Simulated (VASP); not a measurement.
A run of VASP 6.6.1 is set up as follows.

Contents of INCAR:

```
SYSTEM = HfB
PREC     = Accurate       ! precision mode
ENCUT    = 520            ! plane-wave cutoff, eV
EDIFF    = 1E-6           ! SCF threshold, eV
ISMEAR   = 0              ! smearing method
SIGMA    = 0.15           ! smearing width, eV
LREAL    = .FALSE.        ! projectors in reciprocal space
LASPH    = .TRUE.         ! aspherical terms in the spheres
NELM     = 60             ! most SCF steps
ALGO     = Normal         ! electronic algorithm
ISIF     = 2              ! what is computed and relaxed
LWAVE    = .FALSE.        ! write WAVECAR
LCHARG   = .TRUE.         ! write CHGCAR
GGA      = PE             ! functional
LELF     = .TRUE.         ! ELF
LVHAR    = .TRUE.       
NBANDS   = 14             ! bands
```

Contents of KPOINTS:

```
regular mesh
0
G
  20 20 20
  0 0 0
```

The input POSCAR:

```
HfB
1.0
    0.0000000000      2.5930178633      1.8332636293
    2.5930178633      0.0000000000      1.8332636293
    2.5930178633      2.5930178633      0.0000000000
Hf B
1 1
Direct
    0.5000000000      0.5000000000      0.5000000000
    0.0000000000      0.0000000000      0.0000000000
```

Potentials or basis: VASP PAW PBE potentials, release 64 (Hf_pv, B).

Command:

```sh
$ cat potpaw_PBE.64/Hf_pv/POTCAR potpaw_PBE.64/B/POTCAR > POTCAR
$ mpirun -np 1 vasp_std > vasp.out
```

(1) Predict the pressure.

## Answers

(1) 61.5 GPa.
